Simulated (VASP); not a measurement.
Si, 1 atom in the cell. Symmetry: I4/mmm, No. 139, tetragonal system. Conventional cell: a = 3.173 Å, b = 3.173 Å, c = 2.649 Å, α = 90.00°, β = 90.00°, γ = 90.00°. Within 3.4 Å of Si (site symmetry 4/mmm) lie 14 Si at 2.61 to 3.17 Å.  This cell differs from its parent crystal: strain -0.030 along x and y, +0.015 along z.

- Program: VASP 6.6.1
- Task: single point
- Functional: LDA
- Potentials or basis: VASP PAW LDA potentials, release 64 (Si)
- Cutoff: 520 eV
- k mesh: 28 × 28 × 28
- Occupations: gaussian, width 0.15 eV
- Spin: no spin polarisation
- Dipole correction: no
- Further INCAR settings: ALGO = Normal; EDIFF = 1e-06; NBANDS = 8

Potentials or basis: VASP PAW LDA potentials, release 64 (Si).

The run is started by

```sh
$ cat potpaw_LDA.64/Si/POTCAR > POTCAR
$ mpirun -np 1 vasp_std > vasp.out
```

Hardware: 1 thread of Intel(R) Xeon(R) 6975P-C (Granite Rapids) (shared host).

Task: How long does it take, and how much memory?

Result: It took 42 s on 1 thread of Intel(R) Xeon(R) 6975P-C (Granite Rapids) (shared host), peak memory 0.24 GiB. Counts: scf iterations 9, k points 1639.
